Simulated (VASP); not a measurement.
LaRe: single point with r2SCAN

Crystal: LaRe.

```xyz
2
Lattice="3.5733 0.0000 0.0000 0.0000 3.5733 0.0000 0.0000 0.0000 3.5733" Properties=species:S:1:pos:R:3 pbc="T T T"
La    0.0000    0.0000    0.0000
Re    1.7867    1.7867    1.7867
```

| Item | Value |
| --- | --- |
| Program | VASP 6.6.1 |
| Task | single point |
| Functional | r2SCAN |
| Potentials or basis | VASP PAW PBE potentials, release 64 (La, Re) |
| Cutoff | 520 eV |
| k mesh | 10 × 10 × 10 |
| Occupations | methfessel-paxton, width 0.01 eV |
| Spin | no spin polarisation |

* Pressure: -0.2 GPa
* Band gap on the k mesh: zero (bands 9 and 10 overlap by 2.30 eV)

Levels at points of the mesh, in eV from the Fermi level:
| k point | band 6 | band 7 | band 8 | band 9 | band 10 | band 11 | band 12 | band 13 |
| --- | --- | --- | --- | --- | --- | --- | --- | --- |
| (0.00, 0.00, 0.00) | -3.19 | -3.19 | -0.09 | -0.09 | -0.09 | 3.94 | 3.94 | 3.94 |
| (0.50, 0.00, 0.00) | -1.63 | -0.99 | -0.08 | -0.08 | 0.19 | 0.93 | 1.71 | 2.86 |
| (0.50, 0.50, 0.00) | -2.40 | -1.59 | -1.59 | 1.71 | 1.84 | 2.78 | 2.78 | 3.98 |
| (0.50, 0.50, 0.50) | -0.97 | -0.97 | -0.09 | -0.09 | -0.09 | 1.61 | 1.93 | 1.93 |

It took 4.2 min on 1 thread of AMD EPYC 7R43 64-Core Processor (Zen 3), with other jobs on the host, peak memory 0.18 GiB.

Caveat: the PAW data sets were made with another functional, which shifts forces and pressure a little; spin-orbit coupling is left out, which moves the levels of the heavy elements.
